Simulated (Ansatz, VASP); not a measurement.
## Sr: VASP beside Ansatz

```
Sr
1.0
     7.74706    0.00000    0.00000
     0.00000    7.74706    0.00000
     0.00000    0.00000    7.74706
Sr
8
Direct
  0.00000 0.00000 0.00000
  0.50000 0.50000 0.50000
  0.25000 0.00000 0.50000
  0.75000 0.00000 0.50000
  0.50000 0.25000 0.00000
  0.50000 0.75000 0.00000
  0.00000 0.50000 0.25000
  0.00000 0.50000 0.75000
```

Alike in both runs: functional revPBE; k mesh 4 × 4 × 4; occupations fermi-dirac, width 0.1 eV; no spin polarisation.

Ansatz relaxed the structure, and its values are those at the end. VASP's run is a single point on that final structure, the one shown.

```csv
,VASP,Ansatz
version,VASP 6.6.1,Ansatz 0.2.0
potentials or method,"VASP PAW PBE potentials, release 64 (Sr_sv), cutoff 520 eV","plane waves (420 eV) with PAW, scalar-relativistic"
valence electrons in the cell,80,80
```

|  | VASP | Ansatz | Ansatz less VASP |
| --- | --- | --- | --- |
| pressure (GPa) | 0.0 | 0.0 | -0.01 |

VASP's potentials were made for PBE, not for revPBE.
